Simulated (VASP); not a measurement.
# PtSe2 in VASP: single point with PBEsol

Aim: the single point of PtSe2 with PBEsol.

All numbers are computed with VASP 6.6.1; they aren't measurements. Logs are shortened: lines on timing, memory, paths and dates and some standing lists are left out, and cuts for length are marked.

## 1. The cell of the first run

The cell holds a slab with vacuum, 18 atoms: a = 4.863 Å, b = 6.514 Å, c = 24.402 Å, α = 90.00°, β = 90.00°, γ = 90.00°.

## 2. Single point, PBEsol

Input file INCAR:

```
SYSTEM = PtSe2
PREC = Accurate ; ENCUT = 520
EDIFF = 1E-7 ; ISMEAR = 0
SIGMA = 0.1 ; LREAL = Auto
LASPH = .TRUE. ; NELM = 80
ALGO = Fast ; ISIF = 2
LWAVE = .FALSE. ; LCHARG = .FALSE.
LDIPOL = .TRUE. ; IDIPOL = 3
DIPOL = 0.5 0.5 0.500 ; GGA = PS
NBANDS = 81
```

Input file KPOINTS:

```
regular mesh
0
G
  7 6 1
  0 0 0
```

Input file POSCAR:

```
PtSe2
1.0
    4.8633103160      0.0000000000      0.0000000000
    0.0000000000      6.5137665981      0.0000000000
    0.0000000000      0.0000000000     24.4018122472
Pt Se
6 12
Direct
    0.0000000000      0.5000000000      0.3188471699
    0.0000000000      0.0000000000      0.3862317132
    0.0000000000      0.5000000000      0.4608222980
    0.0000000000      0.0000000000      0.5391777079
    0.0000000000      0.5000000000      0.6137683105
    0.0000000000      0.0000000000      0.6811527954
    0.7611303919      0.1805887751      0.3093929811
    0.2388696081      0.8194112249      0.3093929811
    0.7208306424      0.6811797749      0.3864486154
    0.2791693576      0.3188202251      0.3864486154
    0.7371685993      0.1746261330      0.4607360696
    0.2628314007      0.8253738670      0.4607360696
    0.7371686813      0.6746261207      0.5392639387
    0.2628313187      0.3253738793      0.5392639387
    0.7208305451      0.1811798314      0.6135513930
    0.2791694549      0.8188201686      0.6135513930
    0.7611302096      0.6805888730      0.6906070048
    0.2388697904      0.3194111270      0.6906070048
```

Potentials or basis: VASP PAW PBE potentials, release 64 (Pt, Se).

Started as:

```
$ cat potpaw_PBE.64/Pt/POTCAR potpaw_PBE.64/Se/POTCAR > POTCAR
$ mpirun -np 1 vasp_std > vasp.out
```

OUTCAR:

```text
SYSTEM = PtSe2
   PREC = Accurate
   ENCUT = 520
   EDIFF = 1E-7
   ISMEAR = 0
   LREAL = Auto
   LASPH = .TRUE.
   NELM = 80
   ISIF = 2
   GGA = PS

 ion  position               nearest neighbor table
   1  0.000  0.500  0.319-   7 2.39   8 2.39   9 2.44  10 2.44   3 3.46
   2  0.000  0.000  0.386-   9 2.48  10 2.48  11 2.50  12 2.50   7 2.50   8 2.50
   3  0.000  0.500  0.461-  11 2.48  12 2.48   9 2.56  10 2.56  13 2.57  14 2.57   1 3.46
   4  0.000  0.000  0.539-  13 2.48  14 2.48  15 2.56  16 2.56  11 2.57  12 2.57   6 3.46
   5  0.000  0.500  0.614-  15 2.48  16 2.48  13 2.50  14 2.50  17 2.50  18 2.50
   6  0.000  0.000  0.681-  17 2.39  18 2.39  15 2.44  16 2.44   4 3.46
   7  0.761  0.181  0.309-   1 2.39   2 2.50
   8  0.239  0.819  0.309-   1 2.39   2 2.50
   9  0.721  0.681  0.386-   1 2.44   2 2.48   3 2.56
  10  0.279  0.319  0.386-   1 2.44   2 2.48   3 2.56
  11  0.737  0.175  0.461-   3 2.48   2 2.50   4 2.57
  12  0.263  0.825  0.461-   3 2.48   2 2.50   4 2.57
  13  0.737  0.675  0.539-   4 2.48   5 2.50   3 2.57
  14  0.263  0.325  0.539-   4 2.48   5 2.50   3 2.57
  15  0.721  0.181  0.614-   6 2.44   5 2.48   4 2.56
  16  0.279  0.819  0.614-   6 2.44   5 2.48   4 2.56
  17  0.761  0.681  0.691-   6 2.39   5 2.50
  18  0.239  0.319  0.691-   6 2.39   5 2.50

  LATTYP: Found a simple orthorhombic cell.
 ALAT       =     4.8633103160
 B/A-ratio  =     1.3393689020
 C/A-ratio  =     5.0175314059

  Lattice vectors:

 A1 = (   4.8633103160,   0.0000000000,   0.0000000000)
 A2 = (   0.0000000000,   6.5137665981,   0.0000000000)
 A3 = (   0.0000000000,   0.0000000000,  24.4018122472)

Analysis of symmetry for initial positions (statically):
=====================================================================
 Subroutine PRICEL returns:
 Original cell was already a primitive cell.

 Routine SETGRP: Setting up the symmetry group for a
 simple orthorhombic supercell.

 Subroutine GETGRP returns: Found  4 space group operations
 (whereof  2 operations were pure point group operations)
 out of a pool of  8 trial point group operations.

The static configuration has the point symmetry C_2 .
 The point group associated with its full space group is C_2h.

Analysis of symmetry for dynamics (positions and initial velocities):
=====================================================================
 Subroutine PRICEL returns:
 Original cell was already a primitive cell.

 Routine SETGRP: Setting up the symmetry group for a
 simple orthorhombic supercell.

 Subroutine GETGRP returns: Found  4 space group operations
 (whereof  2 operations were pure point group operations)
 out of a pool of  8 trial point group operations.

The dynamic configuration has the point symmetry C_2 .
 The point group associated with its full space group is C_2h.

 Subroutine INISYM returns: Found  4 space group operations
 (whereof  2 operations are pure point group operations),
 and found     1 'primitive' translations

----------------------------------------------------------------------------------------

                                     Primitive cell

  volume of cell :     773.0120

  direct lattice vectors                    reciprocal lattice vectors
     4.863310316  0.000000000  0.000000000     0.205621261  0.000000000  0.000000000
     0.000000000  6.513766598  0.000000000     0.000000000  0.153521006  0.000000000
     0.000000000  0.000000000 24.401812247     0.000000000  0.000000000  0.040980563

  length of vectors
     4.863310316  6.513766598 24.401812247     0.205621261  0.153521006  0.040980563

  position of ions in fractional coordinates (direct lattice)
     0.000000000  0.500000000  0.318847170
     0.000000000  0.000000000  0.386231713
     0.000000000  0.500000000  0.460822298
     0.000000000  0.000000000  0.539177708
     0.000000000  0.500000000  0.613768310
     0.000000000  0.000000000  0.681152795
[... 10 lines left out ...]
     0.761130210  0.680588873  0.690607005
     0.238869790  0.319411127  0.690607005

  ion indices of the primitive-cell ions
   primitive index   ion index
                 1           1
                 2           2
                 3           3
                 4           4
                 5           5
                 6           6
[... 10 lines left out ...]
                17          17
                18          18

----------------------------------------------------------------------------------------

 KPOINTS: regular mesh

Automatic generation of k-mesh.
 Grid dimensions read from file:
 generate k-points for:    7    6    1

 Generating k-lattice:

  Cartesian coordinates                     Fractional coordinates (reciprocal lattice)
     0.029374466  0.000000000  0.000000000     0.142857143  0.000000000  0.000000000
     0.000000000  0.025586834  0.000000000     0.000000000  0.166666667  0.000000000
     0.000000000  0.000000000  0.040980563     0.000000000  0.000000000  1.000000000

  Length of vectors
     0.029374466  0.025586834  0.040980563

  Shift w.r.t. Gamma in fractional coordinates (k-lattice)
     0.000000000  0.000000000  0.000000000

 Subroutine IBZKPT returns following result:
 ===========================================

 Found     22 irreducible k-points:

 Following reciprocal coordinates:
            Coordinates               Weight
  0.000000  0.000000  0.000000      1.000000
  0.142857  0.000000  0.000000      2.000000
  0.285714  0.000000  0.000000      2.000000
  0.428571  0.000000  0.000000      2.000000
  0.000000  0.166667  0.000000      2.000000
  0.142857  0.166667  0.000000      2.000000
[... 14 lines left out ...]
  0.285714  0.500000  0.000000      2.000000
  0.428571  0.500000  0.000000      2.000000
   k-points           NKPTS =     22   k-points in BZ     NKDIM =     22   number of bands    NBANDS=     81
   number of dos      NEDOS =    301   number of ions     NIONS =     18
   total plane-waves  NPLWV = 331776
   dimension x,y,z NGX =    36 NGY =   48 NGZ =  192
   dimension x,y,z NGXF=    72 NGYF=   96 NGZF=  384
   ions per type =               6  12
   NGX,Y,Z   is equivalent  to a cutoff of  12.31, 12.25, 13.08 a.u.
   NGXF,Y,Z  is equivalent  to a cutoff of  24.61, 24.50, 26.16 a.u.
 SYSTEM =  PtSe2
   PREC   = accura    normal or accurate (medium, high low for compatibility)
   ISTART =      0    job   : 0-new  1-cont  2-samecut
   ICHARG =      2    charge: 1-file 2-atom 10-const
   ISPIN  =      1    spin polarized calculation?
   LNONCOLLINEAR =      F non collinear calculations
   LSORBIT =      F    spin-orbit coupling
   LASPH  =      T    aspherical Exc in radial PAW
   ENCUT  =  520.0 eV  38.22 Ry    6.18 a.u.   9.04 12.11 45.37*2*pi/ulx,y,z
   NELM   =     80;   NELMIN=  2; NELMDL= -5     # of ELM steps
   EDIFF  = 0.1E-06   stopping-criterion for ELM
   LREAL  =      T    real-space projection
   EDIFFG = 0.1E-05   stopping-criterion for IOM
   NSW    =      0    number of steps for IOM
   IBRION =     -1    ionic relax: 0-MD 1-quasi-New 2-CG
   NFREE  =      0    steps in history (QN), initial steepest desc. (CG)
   ISIF   =      2    stress and relaxation
   ISYM   =      2    0-nonsym 1-usesym 2-fastsym
   POTIM  = 0.5000    time-step for ionic-motion
   TEBEG  =    0.0;   TEEND  =   0.0 temperature during run
   PSTRESS=    0.0 pullay stress
   NELECT =     132.0000    total number of electrons
   NUPDOWN=      -1.0000    fix difference up-down
   EMIN   =  10.00;   EMAX   =-10.00  energy-range for DOS
   EFERMI =   0.00;   METHOD = LEGACY
   ISMEAR =     0;   SIGMA  =   0.10  broadening in eV -4-tet -1-fermi 0-gaus
   EFERMI_NEDOS =   21; number of points for ismear=-14 and -15
   IALGO  =     68    algorithm
   IMIX   =      4    mixing-type and parameters
     AMIX     =   0.40;   BMIX     =  1.00
     AMIX_MAG =   1.60;   BMIX_MAG =  1.00
  volume/ion in A,a.u.               =      42.95       289.81
  Fermi-wavevector in a.u.,A,eV,Ry     =   0.908247  1.716338 11.223622  0.824913
  Thomas-Fermi vector in A             =   2.032151
   LORBIT       =      0    0 simple, 1 ext, 2 COOP (PROOUT), +10 PAW based schemes
   GGA     = PS    functional components
   LHFCALC =     F    Hartree Fock is set to
   AEXX    =    0.0000 exact exchange contribution
   IVDW    =     0    specifies the selected vdW correction
   LEPSILON=     F    determine dielectric tensor
   LRPA    =     F    only Hartree local field effects (RPA)
 non-spin polarized calculation
 RMM-DIIS sequential band-by-band and
 Gauss-broadening in eV      SIGMA  =   0.10
  energy-cutoff  :      520.00
  volume of cell :      773.01
 maximum number of plane-waves:     20884
   NGX = 19   NGY = 25   NGZ = 91

 dipolmoment           0.000000      0.000000      0.000000 electrons x Angstroem

 number of electron     131.9999980 magnetization

 dipolmoment           0.000000      0.000000     -0.000000 electrons x Angstroem

 Free energy of the ion-electron system (eV)
  ---------------------------------------------------
  ext. energy  EPLUGINS =         0.00000000
  ---------------------------------------------------
  free energy    TOTEN  =       -91.00471007 eV

  energy without entropy =      -90.97395428  energy(sigma->0) =      -90.98933218

 E-fermi :   0.0298     XC(G=0):  -5.6510

 val. band max:       -0.0061540977   @ k =   0.2857   0.5000   0.0000
 cond. band min:       0.0407349710   @ k =   0.4286   0.3333   0.0000
 fundamental gap:      0.0468890687
 Fermi energy:         0.0297766749

 k-point     1 :       0.0000    0.0000    0.0000
  band No.  band energies     occupation
      1     -15.3842      2.00000
      2     -14.8906      2.00000
      3     -13.9491      2.00000
      4     -13.8510      2.00000
      5     -13.6830      2.00000
      6     -13.3606      2.00000
[... 70 lines left out ...]
     77       2.0269      0.00000
     78       2.1823      0.00000
[... 1699 lines left out ...]
     77       2.0894      0.00000
     78       2.1522      0.00000
 [bands above 78 left out]

------------------------ aborting loop because EDIFF is reached ----------------------------------------

 vacuum level on the upper side and lower side of the slab       (xc-potential included)        -0.072        -0.072

  FORCE on cell =-STRESS in cart. coord.  units (eV):
  Direction    XX          YY          ZZ          XY          YZ          ZX
  --------------------------------------------------------------------------------------
  -------------------------------------------------------------------------------------
  Total       -1.5621274      1.6008021      0.1412243      2.0803482      0.0000000      0.0000000
  in kB       -3.2377311      3.3178899      0.2927074      4.3118174      0.0000000      0.0000000
  external PRESSURE =       0.1242887 kB  Pullay stress =       0.0000000 kB

 VOLUME and BASIS-vectors are now :
 -----------------------------------------------------------------------------
  energy-cutoff  :      520.00
  volume of cell :      773.01
      direct lattice vectors                 reciprocal lattice vectors
     4.863310316  0.000000000  0.000000000     0.205621261  0.000000000  0.000000000
     0.000000000  6.513766598  0.000000000     0.000000000  0.153521006  0.000000000
     0.000000000  0.000000000 24.401812247     0.000000000  0.000000000  0.040980563

 POSITION                                       TOTAL-FORCE (eV/Angst)
 -----------------------------------------------------------------------------------
      0.00000      3.25688      7.78045         0.000000      0.000000     -0.023442
      0.00000      0.00000      9.42475         0.000000      0.000000      0.004698
      0.00000      3.25688     11.24490         0.000000      0.000000     -0.004535
      0.00000      0.00000     13.15691         0.000000      0.000000      0.004535
      0.00000      3.25688     14.97706         0.000000      0.000000     -0.004698
      0.00000      0.00000     16.62136         0.000000      0.000000      0.023442
[... 10 lines left out ...]
      3.70161      4.43320     16.85206        -0.009094     -0.006805      0.015603
      1.16170      2.08057     16.85206         0.009094      0.006805      0.015603
 -----------------------------------------------------------------------------------
    total drift:                               -0.000000     -0.000000      0.000064

  FREE ENERGIE OF THE ION-ELECTRON SYSTEM (eV)
  ---------------------------------------------------
  free  energy   TOTEN  =       -91.0047100743 eV

  energy  without entropy=      -90.9739542798  energy(sigma->0) =      -90.98933218

 vacuum level on the upper side and lower side of the slab         5.271         5.271
```

Run time: 60 min. Hardware: 1 thread of Oxide Virtual Turin-like, shared host; peak memory 1.2 GiB.

What came out:

```
Free energy            : -91.0047 eV
Largest force          : 0.025 eV/Å
Band gap on the k mesh : zero (bands 66 and 67 overlap by 0.30 eV)
```

Forces in eV/Å, atoms in the order of the input:
```
Pt   0.000  0.000 -0.023
Pt   0.000  0.000  0.005
Pt   0.000  0.000 -0.005
Pt   0.000  0.000  0.005
Pt   0.000  0.000 -0.005
Pt   0.000  0.000  0.023
Se  -0.009 -0.007 -0.016
Se   0.009  0.007 -0.016
Se  -0.024  0.004  0.007
Se   0.024 -0.004  0.007
Se  -0.011  0.009 -0.001
Se   0.011 -0.009 -0.001
Se  -0.011  0.009  0.001
Se   0.011 -0.009  0.001
Se  -0.024  0.004 -0.007
Se   0.024 -0.004 -0.007
Se  -0.009 -0.007  0.016
Se   0.009  0.007  0.016
```

Caveat: the PAW data sets were made with another functional, which shifts forces and pressure a little; spin-orbit coupling is left out, which moves the levels of the heavy elements.

The gap in the log of VASP goes by the Fermi energy; the results here count the filled bands.